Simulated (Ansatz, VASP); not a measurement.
## Re in VASP and in Ansatz

```
Re
1.0
     0.00000    2.07375    2.07375
     2.07375    0.00000    2.07375
     2.07375    2.07375    0.00000
Re
1
Direct
  0.00000 0.00000 0.00000
```

Change from the starting cell: strain +0.050 along x and y, +0.050 along z, atoms carried along.

Alike in both runs: task single point; functional PBEsol; k mesh 20 × 20 × 20; occupations gaussian, width 0.15 eV; no spin polarisation.

|  | VASP | Ansatz |
| --- | --- | --- |
| version | VASP 6.6.1 | Ansatz 0.2.0 |
| potentials or method | VASP PAW PBE potentials, release 64 (Re), cutoff 520 eV | scalar-relativistic, plane waves, PAW |
| valence electrons in the cell | 7 | 15 |

Ansatz gave:

| Item | Value |
| --- | --- |
| gap on the k mesh at the Fermi level (eV) | none |
| pressure (GPa) | -49.5 |

**Question.** What did VASP give for the same quantities?

**Answer.** gap on the k mesh at the Fermi level (eV): none; pressure (GPa): -50.3.

VASP's potentials were made for PBE, not for PBEsol. A gap of «none» marks a metal or a gap that the smearing closes. Both programs put the cell under strong tension, so it lies far from rest at this level. The functional is the same, so the differences come from potentials, cutoffs and numerics. VASP's potentials hold 7 valence electrons a cell and Ansatz's 15, so a difference there can come from the potentials and not from the codes.

Neither program's run includes spin-orbit coupling. Noted on VASP's run: the cell as given lies far from equilibrium.
